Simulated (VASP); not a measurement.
Input of a VASP 6.6.1 run:

The input INCAR:

```
SYSTEM = BN
PREC = Accurate
ENCUT = 520
EDIFF = 1E-6
ISMEAR = 0
SIGMA = 0.01
LREAL = .FALSE.
LASPH = .TRUE.
NELM = 80
ALGO = Normal
ISIF = 2
LWAVE = .FALSE.
LCHARG = .FALSE.
GGA = PE
IVDW = 12
NBANDS = 16
```

File KPOINTS:

```
Automatic mesh
0
G
  12 12 4
  0 0 0
```

POSCAR

```
BN
1.0
    2.4978649209      0.0000000000      0.0000000000
   -1.2489324605      2.1632144767      0.0000000000
    0.0000000000      0.0000000000      6.0772272664
B N
2 2
Direct
    0.3333333333      0.6666666667      0.2500000000
    0.6666666667      0.3333333333      0.7500000000
    0.3333333333      0.6666666667      0.7500000000
    0.6666666667      0.3333333333      0.2500000000
```

Potentials or basis: VASP PAW PBE potentials, release 64 (B, N).

The run is started by

```sh
$ cat potpaw_PBE.64/B/POTCAR potpaw_PBE.64/N/POTCAR > POTCAR
$ mpirun -np 1 vasp_std > vasp.out
```

Q: Estimate the band gap on the k mesh.

A: 4.11 eV (least direct gap 4.42 eV).

Q: Predict the pressure.

A: 4.1 GPa.

Stress tensor (GPa, compression positive):
```
4.19 0.00 0.00
0.00 4.19 0.00
0.00 0.00 3.83
```

Caveat: the cell stands under pressure. A k mesh can miss the band edges.
